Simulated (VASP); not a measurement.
Runs of VASP 6.6.1 on Re. The structure is that of space group I4/mmm (No. 139), or close to it. The cells are those of the table. 

```csv
cell,gap on the mesh (eV),pressure (GPa)
"a = 2.759, b = 2.759, c = 2.872 Å, angles 58.6, 58.6, 62.7°, 1 atom",none,-14.9
"a = 3.047, b = 3.047, c = 2.488 Å, angles 65.9, 65.9, 48.2°, 1 atom",none,5.8
"a = 2.968, b = 2.968, c = 2.559 Å, angles 64.5, 64.5, 51.1°, 1 atom",none,(a)
"a = 2.719, b = 2.719, c = 3.224 Å, angles 53.6, 53.6, 72.7°, 1 atom",none,-12.8
"a = 3.110, b = 3.110, c = 2.440 Å, angles 66.9, 66.9, 46.2°, 1 atom",none,14.7
"a = 2.736, b = 2.736, c = 2.949 Å, angles 57.4, 57.4, 65.2°, 1 atom",none,(b)
"a = 2.844, b = 2.844, c = 2.706 Å, angles 61.6, 61.6, 56.8°, 1 atom",none,-14.2
"a = 2.903, b = 2.903, c = 2.628 Å, angles 63.1, 63.1, 53.8°, 1 atom",none,-10.3
"a = 2.721, b = 2.721, c = 3.034 Å, angles 56.1, 56.1, 67.8°, 1 atom",none,-12.9
```

Alike in all rows: task single point; level r2SCAN; potentials or basis VASP PAW PBE potentials, release 64 (Re); no spin polarisation; k mesh 22 × 22 × 22; cutoff (eV) 520; smearing gaussian 0.15 eV.

**Question.** Estimate the missing entries.

**Answer.** (a) -3.9; (b) -13.6.

Caveats: the PAW data sets were made with another functional, which shifts forces and pressure a little; spin-orbit coupling is left out, which moves the levels of the heavy elements.

A k mesh can miss the band edges, and the runs leave out spin-orbit coupling on Re.

A gap of «none» marks levels without a gap at the run's occupations.
